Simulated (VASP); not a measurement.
A run of VASP 6.6.1 is set up as follows.

The input POSCAR:

```
PbSe
1.0
    3.7707741272      0.0000000000      0.0000000000
    0.0000000000      3.7707741272      0.0000000000
    0.0000000000      0.0000000000      3.7707741272
Pb Se
1 1
Direct
    0.0000000000      0.0000000000      0.0000000000
    0.5000000000      0.5000000000      0.5000000000
```

INCAR.step1

```
SYSTEM = PbSe
PREC = Accurate ; ENCUT = 520
ISMEAR = 0 ; SIGMA = 0.1
LREAL = .FALSE. ; LASPH = .TRUE.
NELM = 100 ; NBANDS = 17
GGA = PE ; ALGO = Normal
EDIFF = 1E-4 ; LWAVE = .TRUE.
LCHARG = .FALSE.
```

The input INCAR.step2:

```
SYSTEM = PbSe
PREC = Accurate ; ENCUT = 520
EDIFF = 1E-6 ; ISMEAR = 0
SIGMA = 0.1 ; LREAL = .FALSE.
LASPH = .TRUE. ; NELM = 100
ALGO = Normal ; ISIF = 2
LWAVE = .FALSE. ; LCHARG = .FALSE.
METAGGA = R2SCAN ; LMIXTAU = .TRUE.
NBANDS = 17 ; ISTART = 1
```

KPOINTS

```
Automatic mesh
0
G
  12 12 12
  0 0 0
```

Potentials or basis: VASP PAW PBE potentials, release 64 (Pb_d, Se).

Command:

```console
$ cat potpaw_PBE.64/Pb_d/POTCAR potpaw_PBE.64/Se/POTCAR > POTCAR
$ cp INCAR.step1 INCAR
$ mpirun -np 1 vasp_std > vasp.out
$ cp INCAR.step2 INCAR
$ mpirun -np 1 vasp_std > vasp.out
```

Task: What does it give for the pressure?

Result: -0.1 GPa.

Task: What does it give for the band gap on the k mesh?

Result: Zero (bands 10 and 11 overlap by 0.53 eV).

Caveat: the cell differs from its parent crystal (strained); semilocal functionals underestimate gaps, so a narrow gap can read as zero; the PAW data sets were made with another functional, which shifts forces and pressure a little; spin-orbit coupling is left out, which moves the levels of the heavy elements.
